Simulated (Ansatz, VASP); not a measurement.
# One calculation of MgI2, two programs

```xyz
3
Lattice="0.0000 3.7557 3.7557 3.7557 0.0000 3.7557 3.7557 3.7557 0.0000" Properties=species:S:1:pos:R:3 pbc="T T T"
Mg    0.0000    0.0000    0.0000
I     1.8779    1.8779    1.8779
I     5.6336    5.6336    5.6336
```

Alike in both runs: task single point; functional r2SCAN50; k mesh 4 × 4 × 4; no spin polarisation.

```csv
,VASP,Ansatz
version,VASP 6.6.1,Ansatz 0.2.0
potentials or method,"VASP PAW PBE potentials, release 64 (Mg, I)",plane waves
plane-wave cutoff (eV),520,500
occupations,"gaussian, width 0.01 eV",fixed
valence electrons in the cell,16,44
```

VASP gave:

```
gap on the k mesh at the Fermi level (eV) : 3.77
pressure (GPa)                            : -1.1
```

**Question.** Which values does Ansatz return?

**Answer.** gap on the k mesh at the Fermi level (eV): 3.83; pressure (GPa): -0.8.

VASP's potentials were made for PBE, not for r2SCAN50. VASP's potentials hold 16 valence electrons a cell and Ansatz's 44, so a difference there can come from the potentials and not from the codes. Ansatz's warnings: stress exchange threshold loose, stress scf threshold loose.

Spin-orbit coupling is off throughout.
